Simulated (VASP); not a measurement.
# ZrS2 (P-3m1) in VASP: further runs

ZrS2 is run at these levels: LDA; tasks: single point.

Program: VASP 6.6.1. These are calculated values, not measurements. Logs are shortened: lines on timing, memory, paths and dates and some standing lists are left out, and cuts for length are marked.

**1. The cell of the first run**

The structure is trigonal, space group P-3m1 (No. 164). Conventional cell: a = 3.491 Å, b = 3.491 Å, c = 5.267 Å, α = 90.00°, β = 90.00°, γ = 120.00°. Within 3.3 Å of Zr (site symmetry -3m) lie 6 S at 2.50 Å. Within 3.3 Å of S (site symmetry 3m) lie 3 Zr at 2.50 Å and 3 S at 3.07 Å.

**2. Single point, LDA**

The input, INCAR:

```
PREC = Accurate
ENCUT = 500
EDIFF = 1E-6
ISMEAR = -1
SIGMA = 0.05
LREAL = False
LASPH = True
NELM = 120
ALGO = Normal
ISIF = 2
LWAVE = False
LCHARG = True
GGA = CA
LELF = True
LVHAR = True
NBANDS = 19
GGA_COMPAT = False
```

The input, KPOINTS:

```
regular mesh
0
Gamma
  5 5 3
```

The input, POSCAR:

```
ZrS2
1.0
    3.4910880806      0.0000000000      0.0000000000
   -1.7455440403      3.0233709646      0.0000000000
    0.0000000000      0.0000000000      5.2668182195
Zr S
1 2
Direct
    0.0000000000      0.0000000000      0.0000000000
    0.6666666667      0.3333333333      0.7200943115
    0.3333333333      0.6666666667      0.2799056885
```

Potentials or basis: VASP PAW LDA potentials, release 64 (Zr_sv, S).

The run is started by

```sh
$ cat potpaw_LDA.64/Zr_sv/POTCAR potpaw_LDA.64/S/POTCAR > POTCAR
$ mpirun -np 1 vasp_std > vasp.out
```

OUTCAR:

```text
PREC = Accurate
   ENCUT = 500
   EDIFF = 1E-6
   ISMEAR = -1
   LREAL = False
   LASPH = True
   NELM = 120
   ISIF = 2
   GGA = CA

 ion  position               nearest neighbor table
   1  0.000  0.000  0.000-   2 2.50   3 2.50   3 2.50   2 2.50   2 2.50   3 2.50
   2  0.667  0.333  0.720-   1 2.50   1 2.50   1 2.50
   3  0.333  0.667  0.280-   1 2.50   1 2.50   1 2.50

  LATTYP: Found a hexagonal cell.
 ALAT       =     3.4910880806
 C/A-ratio  =     1.5086466162

  Lattice vectors:

 A1 = (   3.4910880806,   0.0000000000,   0.0000000000)
 A2 = (  -1.7455440403,   3.0233709646,   0.0000000000)
 A3 = (   0.0000000000,   0.0000000000,   5.2668182195)

Analysis of symmetry for initial positions (statically):
=====================================================================
 Subroutine PRICEL returns:
 Original cell was already a primitive cell.

 Routine SETGRP: Setting up the symmetry group for a
 hexagonal supercell.

 Subroutine GETGRP returns: Found 12 space group operations
 (whereof 12 operations were pure point group operations)
 out of a pool of 24 trial point group operations.

The static configuration has the point symmetry D_3d.

Analysis of symmetry for dynamics (positions and initial velocities):
=====================================================================
 Subroutine PRICEL returns:
 Original cell was already a primitive cell.

 Routine SETGRP: Setting up the symmetry group for a
 hexagonal supercell.

 Subroutine GETGRP returns: Found 12 space group operations
 (whereof 12 operations were pure point group operations)
 out of a pool of 24 trial point group operations.

The dynamic configuration has the point symmetry D_3d.

 Subroutine INISYM returns: Found 12 space group operations
 (whereof 12 operations are pure point group operations),
 and found     1 'primitive' translations

----------------------------------------------------------------------------------------

                                     Primitive cell

  volume of cell :      55.5905

  direct lattice vectors                    reciprocal lattice vectors
     3.491088081  0.000000000  0.000000000     0.286443646  0.165378316  0.000000000
    -1.745544040  3.023370965  0.000000000     0.000000000  0.330756633  0.000000000
[... 68 lines left out ...]
   ISPIN  =      1    spin polarized calculation?
   LNONCOLLINEAR =      F non collinear calculations
   LSORBIT =      F    spin-orbit coupling
   LASPH  =      T    aspherical Exc in radial PAW
   ENCUT  =  500.0 eV  36.75 Ry    6.06 a.u.   6.37  6.37  9.60*2*pi/ulx,y,z
   NELM   =    120;   NELMIN=  2; NELMDL= -5     # of ELM steps
   EDIFF  = 0.1E-05   stopping-criterion for ELM
   LREAL  =      F    real-space projection
   EDIFFG = 0.1E-04   stopping-criterion for IOM
   NSW    =      0    number of steps for IOM
   IBRION =     -1    ionic relax: 0-MD 1-quasi-New 2-CG
   NFREE  =      0    steps in history (QN), initial steepest desc. (CG)
   ISIF   =      2    stress and relaxation
   ISYM   =      2    0-nonsym 1-usesym 2-fastsym
   POTIM  = 0.5000    time-step for ionic-motion
   TEBEG  =    0.0;   TEEND  =   0.0 temperature during run
   PSTRESS=    0.0 pullay stress
   NELECT =      24.0000    total number of electrons
   NUPDOWN=      -1.0000    fix difference up-down
   EMIN   =  10.00;   EMAX   =-10.00  energy-range for DOS
   EFERMI =   0.00;   METHOD = LEGACY
   ISMEAR =    -1;   SIGMA  =   0.05  broadening in eV -4-tet -1-fermi 0-gaus
   EFERMI_NEDOS =   21; number of points for ismear=-14 and -15
   IALGO  =     38    algorithm
   IMIX   =      4    mixing-type and parameters
     AMIX     =   0.40;   BMIX     =  1.00
     AMIX_MAG =   1.60;   BMIX_MAG =  1.00
  volume/ion in A,a.u.               =      18.53       125.05
  Fermi-wavevector in a.u.,A,eV,Ry     =   1.237310  2.338176 20.829636  1.530935
  Thomas-Fermi vector in A             =   2.371882
   LORBIT       =      0    0 simple, 1 ext, 2 COOP (PROOUT), +10 PAW based schemes
   GGA     = CA    functional components
   LHFCALC =     F    Hartree Fock is set to
   AEXX    =    0.0000 exact exchange contribution
   IVDW    =     0    specifies the selected vdW correction
   LEPSILON=     F    determine dielectric tensor
   LRPA    =     F    only Hartree local field effects (RPA)
 non-spin polarized calculation
  energy-cutoff  :      500.00
  volume of cell :       55.59
 maximum number of plane-waves:      1427
 NGX is ok and might be reduce to    28
   NGX = 13   NGY = 13   NGZ = 19

 number of electron      23.9999998 magnetization

 Free energy of the ion-electron system (eV)
  ---------------------------------------------------
  ext. energy  EPLUGINS =         0.00000000
  ---------------------------------------------------
  free energy    TOTEN  =       -23.19530140 eV

  energy without entropy =      -23.19128335  energy(sigma->0) =      -23.19329238

 E-fermi :   7.4167     XC(G=0): -10.9940

 val. band max:        7.0518423001   @ k =   0.0000   0.0000   0.0000
 cond. band min:       7.5011084823   @ k =   0.0000   0.4000   0.3333
 fundamental gap:      0.4492661821
 Fermi energy:         7.4166878322

 k-point     1 :       0.0000    0.0000    0.0000
  band No.  band energies     occupation
      1     -41.3801      2.00000
      2     -19.7185      2.00000
      3     -19.4582      2.00000
      4     -19.4582      2.00000
      5      -6.6612      2.00000
      6      -4.1547      2.00000
[... 241 lines left out ...]
      6      -4.4644      2.00000
[... 11 lines left out ...]
     18      14.5688      0.00000
     19      15.8528      0.00000

------------------------ aborting loop because EDIFF is reached ----------------------------------------

  FORCE on cell =-STRESS in cart. coord.  units (eV):
  Direction    XX          YY          ZZ          XY          YZ          ZX
  --------------------------------------------------------------------------------------
  -------------------------------------------------------------------------------------
  Total        2.8021275      2.8021275      2.8204174      0.0000000      0.0000000     -0.0000000
  in kB       80.7602961     80.7602961     81.2874290      0.0000000      0.0000000     -0.0000000
  external PRESSURE =      80.9360070 kB  Pullay stress =       0.0000000 kB

 VOLUME and BASIS-vectors are now :
 -----------------------------------------------------------------------------
  energy-cutoff  :      500.00
  volume of cell :       55.59
      direct lattice vectors                 reciprocal lattice vectors
     3.491088081  0.000000000  0.000000000     0.286443646  0.165378316  0.000000000
    -1.745544040  3.023370965  0.000000000     0.000000000  0.330756633  0.000000000
     0.000000000  0.000000000  5.266818220     0.000000000  0.000000000  0.189867954

 POSITION                                       TOTAL-FORCE (eV/Angst)
 -----------------------------------------------------------------------------------
      0.00000      0.00000      0.00000        -0.000000      0.000000      0.000000
      1.74554      1.00779      3.79261        -0.000000     -0.000000     -0.015325
     -0.00000      2.01558      1.47421         0.000000      0.000000      0.015325
 -----------------------------------------------------------------------------------
    total drift:                               -0.000000     -0.000000     -0.000000

  FREE ENERGIE OF THE ION-ELECTRON SYSTEM (eV)
  ---------------------------------------------------
  free  energy   TOTEN  =       -23.1953014009 eV

  energy  without entropy=      -23.1912833500  energy(sigma->0) =      -23.19329238
```

Wall time 12 s (1 thread of Intel Xeon 6975P-C (Granite Rapids), shared host); peak memory 0.15 GiB.

Results:

```
Free energy            : -23.1953 eV
Pressure               : 8.1 GPa
Largest force          : 0.015 eV/Å
Band gap on the k mesh : zero (band 12 reaches 7.64 eV, above the bottom of band 13 at 7.50 eV)
```

Forces in eV/Å, atoms in the order of the input:
```
Zr   0.000  0.000  0.000
S    0.000  0.000 -0.015
S    0.000  0.000  0.015
```

Caveat: the k points lie up to 0.42 Å⁻¹ apart.

**3. Single point, LDA**

This run uses another cell than the first one, of 19.54 Å³/atom, 1.054 times its volume.

The input, INCAR:

```
ALGO     = Normal         # electronic algorithm
EDIFF    = 1E-6           # SCF threshold, eV
ENCUT    = 500            # plane-wave cutoff, eV
GGA      = CA             # functional
GGA_COMPAT= False        
ISIF     = 2              # what is computed and relaxed
ISMEAR   = -1             # smearing method
LASPH    = True           # aspherical terms in the spheres
LCHARG   = True           # write CHGCAR
LELF     = True           # ELF
LREAL    = False          # projectors in reciprocal space
LVHAR    = True         
LWAVE    = False          # write WAVECAR
NBANDS   = 19             # bands
NELM     = 120            # most SCF steps
PREC     = Accurate       # precision mode
SIGMA    = 0.05           # smearing width, eV
```

The input, KPOINTS:

```
k-points
0
Gamma
  5 5 3
```

The input, POSCAR:

```
ZrS2
1.0
    3.5447107467      0.0000000000      0.0000000000
   -1.7723553734      3.0698095557      0.0000000000
    0.0000000000      0.0000000000      5.3870458346
Zr S
1 2
Direct
    0.0000000000      0.0000000000      0.0000000000
    0.6666666667      0.3333333333      0.7288996371
    0.3333333333      0.6666666667      0.2711003629
```

Potentials or basis: VASP PAW LDA potentials, release 64 (Zr_sv, S).

The run is started by

```sh
$ cat potpaw_LDA.64/Zr_sv/POTCAR potpaw_LDA.64/S/POTCAR > POTCAR
$ mpirun -np 1 vasp_std > vasp.out
```

Wall time 12 s (1 thread of Intel Xeon 6975P-C (Granite Rapids), shared host); peak memory 0.15 GiB.

The run converged. Its results:

```yaml
Free_energy: -23.3074 eV
Pressure: 4.1 GPa
Largest_force: 0.017 eV/Å
Band_gap_on_the_k_mesh: 0.15 eV, indirect (least direct gap 1.01 eV)
```

Forces on the atoms (eV/Å):
```
Zr   0.000  0.000  0.000
S    0.000  0.000 -0.017
S    0.000  0.000  0.017
```

Levels at points of the mesh, in eV from the valence-band top:
```tsv
k point	band 8	band 9	band 10	band 11	band 12	band 13	band 14	band 15	band 16	band 17
(0.00, 0.00, 0.00)	-3.47	-3.47	-0.48	-0.48	0.00	1.01	1.01	1.61	4.15	4.15
```

A k mesh can miss the band edges.

[end of part 1 of 2]
